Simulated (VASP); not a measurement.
Set up this calculation in VASP 6.6.1, as the native input.

* Task: single point
* Functional: PBE
* Potentials or basis: VASP PAW PBE potentials, release 64 (Nd, Be, F)
* Cutoff: 600 eV
* k mesh: 6 × 6 × 4
* Occupations: gaussian, width 0.1 eV
* Spin: no spin polarisation
* Dipole correction: no
* Further INCAR settings: ALGO = Normal; EDIFF = 1e-06; NBANDS = 23

The structure of NdBeF2 lies in POSCAR:

```
NdBeF2
1.0
    4.3247395400      0.0000000000      0.0000000000
   -2.1623697700      3.7453343100      0.0000000000
    0.0000000000      0.0000000000      4.1242898700
Nd Be F
1 1 2
Direct
    0.3333333300      0.6666666700      0.0000000000
    0.6666666700      0.3333333300      0.0000000000
    0.6666666700      0.3333333300      0.3138613000
    0.6666666700      0.3333333300      0.6861387000
```

The cell was generated, and may not be a known phase.

These files were run (other wordings do the same):

INCAR

```
SYSTEM = NdBeF2
PREC = Accurate ; ENCUT = 600
EDIFF = 1E-6 ; ISMEAR = 0
SIGMA = 0.1 ; LREAL = .False.
LASPH = .True. ; NELM = 200
ALGO = Normal ; ISIF = 2
LWAVE = .False. ; LCHARG = .True.
GGA = PE ; LELF = .True.
LVHAR = .True. ; NBANDS = 23
GGA_COMPAT = .False. ; LMAXMIX = 6
```

KPOINTS

```
regular mesh
0
Gamma
  6 6 4
  0 0 0
```

Potentials or basis: VASP PAW PBE potentials, release 64 (Nd, Be, F).

Command:

```console
$ cat potpaw_PBE.64/Nd/POTCAR potpaw_PBE.64/Be/POTCAR potpaw_PBE.64/F/POTCAR > POTCAR
$ mpirun -np 1 vasp_std > vasp.out
```

It gave:

```
Pressure               : 40.5 GPa
Largest force          : 10.825 eV/Å
Band gap on the k mesh : zero (bands 15 and 16 overlap by 0.26 eV)
```

Caveat: the k points lie up to 0.38 Å⁻¹ apart; spin-orbit coupling is left out, which moves the levels of the heavy elements; the run has no spin polarisation, though such a crystal can be magnetic; semilocal functionals describe open f shells poorly, which spoils levels, moments and volumes; forces of over 1 eV/Å act on the atoms, so gaps and moduli don't describe the material at rest.

Run time: 45 s on 1 thread of Intel(R) Xeon(R) 6975P-C (Granite Rapids), with other jobs on the host, peak memory 0.23 GiB.
